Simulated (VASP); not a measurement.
Wanted: the native input for a VASP 6.6.1 run.

* Task: electric field gradients
* Functional: PBE
* Potentials or basis: VASP PAW PBE potentials, release 64 (Si, N)
* Cutoff: 520 eV
* k mesh: 6 × 6 × 6
* Occupations: fermi-dirac, width 0.02 eV
* Spin: no spin polarisation
* Dipole correction: no
* Further INCAR settings: ALGO = Normal; EDIFF = 1e-08; NBANDS = 45

The structure of Si3N4 lies in POSCAR:

```
Si3N4
1.0
   -3.2373500000      3.2373500000      3.2373500000
    3.2373500000     -3.2373500000      3.2373500000
    3.2373500000      3.2373500000     -3.2373500000
Si N
6 8
Direct
    0.2500000000      0.1250000000      0.8750000000
    0.8750000000      0.2500000000      0.1250000000
    0.7500000000      0.3750000000      0.6250000000
    0.6250000000      0.7500000000      0.3750000000
    0.1250000000      0.8750000000      0.2500000000
    0.3750000000      0.6250000000      0.7500000000
    0.5628000000      0.5628000000      0.5628000000
    0.4372000000      0.5000000000      0.0000000000
    0.5000000000      0.0000000000      0.9372000000
    0.0000000000      0.4372000000      0.5000000000
    0.9372000000      0.5000000000      0.0000000000
    0.0628000000      0.0628000000      0.0628000000
    0.0000000000      0.9372000000      0.5000000000
    0.5000000000      0.0000000000      0.4372000000
```

These files were run (other wordings do the same):

INCAR

```
SYSTEM = Si3N4
PREC = Accurate ; ENCUT = 520
EDIFF = 1E-8 ; ISMEAR = -1
SIGMA = 0.02 ; LREAL = .FALSE.
LASPH = .TRUE. ; NELM = 80
ALGO = Normal ; ISIF = 2
LWAVE = .FALSE. ; LCHARG = .FALSE.
GGA = PE ; LEFG = .TRUE.
NBANDS = 45
```

KPOINTS

```
regular mesh
0
G
  6 6 6
  0 0 0
```

Potentials or basis: VASP PAW PBE potentials, release 64 (Si, N).

Run with:

```bash
$ cat potpaw_PBE.64/Si/POTCAR potpaw_PBE.64/N/POTCAR > POTCAR
$ mpirun -np 1 vasp_std > vasp.out
```

It gave:

```json
{
 "Pressure": "1.6 GPa",
 "Largest force": "0.016 eV/Å",
 "Band gap on the k mesh": "4.07 eV (least direct gap 4.25 eV)",
 "Largest electric field gradient by atom": "Si -0.8; N -55.3 V/Å²"
}
```

Caveat: without QUAD_EFG the Cq values of the log hold for a quadrupole moment of 1 mb, not for the nuclei.

Wall time 3.8 min on 1 thread of Intel Xeon 8259CL, on a shared host, peak memory 0.28 GiB.
